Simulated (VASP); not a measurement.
A run of VASP 6.6.1 is set up as follows.

The input INCAR:

```
ALGO = Normal
EDIFF = 1E-6
ENCUT = 520
GGA = PE
ISIF = 2
ISMEAR = -1
IVDW = 12
LASPH = True
LCHARG = False
LREAL = Auto
LWAVE = False
NBANDS = 60
NELM = 80
PREC = Accurate
SIGMA = 0.24
```

File KPOINTS:

```
k-points
0
Gamma
  2 2 2
```

Contents of POSCAR:

```
Be
1.0
    6.9826430000      0.0000000000      0.0000000000
   -3.4913210000      6.0471460000      0.0000000000
    0.0000000000      0.0000000000      7.2945340000
Be
36
Direct
    0.0118020762     -0.0200755861      0.0129000701
    0.1084040119      0.1788281613      0.2492140005
    0.0304596677      0.0240278637      0.5423513003
    0.0608628606      0.2289344428      0.7715914409
    0.1353477229      0.3857522210      0.0304063289
    0.1626426257      0.5741882204      0.3882496127
   -0.0394260745      0.2880863138      0.4854730953
    0.1354711697      0.5646134557      0.6968505459
   -0.0207092449      0.6174152236     -0.0294055796
    0.1064344059      0.8387923824      0.2768648415
   -0.0282320488      0.6776419819      0.5316172356
   -0.0413514649      0.8337982910      0.7588284598
    0.4897787141      0.0357027927      0.0539582104
    0.4136799200      0.1214953302      0.2963040545
    0.4037125194      0.0221922871      0.5459567397
    0.3317679494      0.0870493287      0.8016550475
    0.3184837597      0.2429906604      0.0426072454
    0.4096490301      0.4952088142      0.2555200922
    0.2743036413      0.3867774980      0.5784468206
    0.4294755250      0.5514171479      0.8596025462
    0.2743199399      0.7063166657     -0.0149015688
    0.3641174425      0.8242731365      0.2470617040
    0.4631916237      0.7109634859      0.5612558664
    0.4359808770      0.8900066246      0.7919080232
    0.7747725594      0.0188353316     -0.1019256336
    0.8399060855      0.2974130276      0.1747747012
    0.6555187276      0.0593337750      0.3852199469
    0.7054012532      0.2292155671      0.7521796457
    0.6446526336      0.3776161515     -0.0276645499
    0.7759689741      0.5728818190      0.2141877740
    0.6885846772      0.3270799151      0.4770421250
    0.6467103741      0.5024022903      0.6906678343
    0.7301713544      0.7411595487     -0.0333537413
    0.7906231160      0.9397987083      0.1901012457
    0.7596763952      0.7382160113      0.4075243189
    0.7578777353      0.9296451582      0.6369152574
```

Potentials or basis: VASP PAW PBE potentials, release 64 (Be).

Launch:

```sh
$ cat potpaw_PBE.64/Be/POTCAR > POTCAR
$ mpirun -np 1 vasp_std > vasp.out
```

Estimate the dispersion energy per atom.

-0.328 eV.

What does it give for the band gap on the k mesh?

Zero (bands 36 and 37 overlap by 0.51 eV).

What does it give for the pressure?

2.3 GPa.

Estimate the largest force.

3.999 eV/Å.

Forces in eV/Å, atoms in the order of the input:
```
Be   1.576  0.701 -0.380
Be  -0.047  0.634  1.608
Be   3.095  1.343 -2.147
Be   0.491 -1.349 -0.122
Be  -0.847 -0.250  0.032
Be   0.486 -0.280 -0.322
Be   0.067 -1.314  0.998
Be   0.520  0.309  1.078
Be  -2.262 -1.004  0.105
Be  -2.405  0.716 -0.213
Be   0.058 -0.727 -0.683
Be   0.697  0.180  0.906
Be   0.395  0.814 -1.579
Be  -0.888  2.506 -0.665
Be  -0.498 -1.317  0.459
Be  -1.735  1.791  0.462
Be   0.741  0.293  0.279
Be   0.062  0.977 -0.096
Be   1.146 -0.570 -1.318
Be  -1.221 -0.950 -1.227
Be   1.330  0.515  1.139
Be   2.602 -0.524  1.004
Be  -0.600 -0.044 -1.137
Be   2.804 -0.523 -1.393
Be  -1.079  0.874  1.336
Be  -0.206 -0.295  0.490
Be   1.068 -1.600  0.054
Be   0.434 -0.541 -0.643
Be  -0.844  0.295  0.281
Be   0.136 -0.683 -0.792
Be  -0.803  1.876 -0.699
Be  -0.004  0.690  0.158
Be   0.828 -2.961  0.212
Be  -1.427 -0.501 -0.038
Be  -1.598  0.298  2.008
Be  -2.071  0.622  0.848
```

Caveat: the k points lie up to 0.52 Å⁻¹ apart, too coarse for converged energies and pressures of a metal; forces of over 1 eV/Å act on the atoms, so gaps and moduli don't describe the material at rest.
